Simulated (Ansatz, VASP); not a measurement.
# Two plane-wave programs on Al2Ge3B3N

```
Al Ge B N
1.0
     4.53750    0.00000    0.00000
     0.00000    4.53750    0.00000
     0.00000    0.00000    5.73224
Al Ge B N
2 3 3 1
Direct
  0.00000 0.00000 0.81853
  0.00000 0.00000 0.18147
  0.00000 0.50000 0.50000
  0.50000 0.00000 0.50000
  0.50000 0.50000 0.00000
  0.00000 0.50000 0.00000
  0.50000 0.00000 0.00000
  0.00000 0.00000 0.50000
  0.50000 0.50000 0.50000
```

Alike in both runs: task single point; functional PBE; k mesh 4 × 4 × 4; occupations gaussian, width 0.1 eV; no spin polarisation.

|  | VASP | Ansatz |
| --- | --- | --- |
| version | VASP 6.6.1 | Ansatz 0.2.0 |
| potentials or method | VASP PAW PBE potentials, release 64 (Al, Ge_d, B, N), cutoff 520 eV | scalar-relativistic, plane waves, PAW |
| valence electrons in the cell | 62 | 62 |

```csv
,VASP,Ansatz,Ansatz less VASP
gap on the k mesh at the Fermi level (eV),none,none,-
pressure (GPa),3.2,3.2,-0.05
"traceless stress, the component that is largest in VASP (GPa)",28.28,28.28,+0.001
rms of the force components (eV/Å),0.094,0.094,0.0000
```

Atom by atom the forces differ by 0.000 eV/Å (rms over components). A gap of «none» marks a metal or a gap that the smearing closes. With one functional, cell and mesh, what is left measures potentials, basis and numerics.
